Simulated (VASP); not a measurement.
Na2BrCl: single point with LDA

Na2BrCl:

```
CELL_PARAMETERS angstrom
1.98886 1.14827 6.69330
-1.98886 1.14827 6.69330
0.00000 -2.29654 6.69330
ATOMIC_POSITIONS crystal
Na 0.25451 0.25451 0.25451
Na 0.74549 0.74549 0.74549
Br 0.50000 0.50000 0.50000
Cl 0.00000 0.00000 0.00000
```

This cell differs from its parent crystal: strain +0.0300 x Voigt [0, 0, 1, 0, 0, 0].

```yaml
Program: VASP 6.6.1
Task: single point
Functional: LDA
Potentials_or_basis: VASP PAW LDA potentials, release 64 (Na_pv, Br, Cl)
Cutoff: 520 eV
k_mesh: 9 × 9 × 9
Occupations: gaussian, width 0.05 eV
Spin: no spin polarisation
```

```json
{
  "Pressure": "-0.8 GPa",
  "Largest force": "0.010 eV/Å",
  "Band gap on the k mesh": "3.98 eV"
}
```

Forces on the atoms (eV/Å):
```
Na   0.000  0.000 -0.010
Na   0.000  0.000  0.010
Br   0.000  0.000  0.000
Cl   0.000  0.000  0.000
```

Stress tensor (GPa, compression positive):
```
-0.56  0.00  0.00
 0.00 -0.56  0.00
 0.00  0.00 -1.26
```

Levels at points of the mesh, in eV from the valence-band top:
```tsv
k point	band 12	band 13	band 14	band 15	band 16	band 17
(0.00, 0.00, 0.00)	-0.53	0.00	0.00	3.98	6.11	9.58
```

Wall time 6.1 min on 1 thread of Oxide Virtual Turin-like Processor (shared host), peak memory 0.37 GiB.

Caveat: the cell differs from its parent crystal (strain +0.0300 x Voigt [0, 0, 1, 0, 0, 0]). A k mesh can miss the band edges.
